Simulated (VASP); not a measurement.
A run of VASP 6.6.1 is set up as follows.

File INCAR:

```
SYSTEM = CaH
ALGO = Normal
EDIFF = 1E-7
EDIFFG = -0.01
ENCUT = 600
GGA = PE
IBRION = 2
ISIF = 3
ISMEAR = 0
LASPH = .TRUE.
LCHARG = .FALSE.
LREAL = .FALSE.
LWAVE = .FALSE.
NELM = 60
NSW = 100
PREC = Accurate
SIGMA = 0.1
```

File KPOINTS:

```
k-points
0
G
  16 16 14
  0 0 0
```

The input POSCAR:

```
CaH
1.0
    3.3102335080      0.0000000000      0.0000000000
    0.0000000000      3.3102335080      0.0000000000
    0.0000000000      0.0000000000      3.9990784107
Ca H
1 1
Direct
    0.0000000000      0.0000000000      0.0000000000
    0.5000000000      0.5000000000      0.0000000000
```

Potentials or basis: VASP PAW PBE potentials, release 64 (Ca_sv, H).

Launch:

```console
$ cat potpaw_PBE.64/Ca_sv/POTCAR potpaw_PBE.64/H/POTCAR > POTCAR
$ mpirun -np 1 vasp_std > vasp.out
```

(1) Estimate the relaxed volume.

(2) Estimate the relaxed cell.

(3) Predict the space group after relaxing (to 0.05 Å).

Answers

(1) 22.01 Å³/atom.

(2) a = 3.308 Å, b = 3.308 Å, c = 4.023 Å, α = 90.00°, β = 90.00°, γ = 90.00°.

(3) P4/mmm (No. 123).
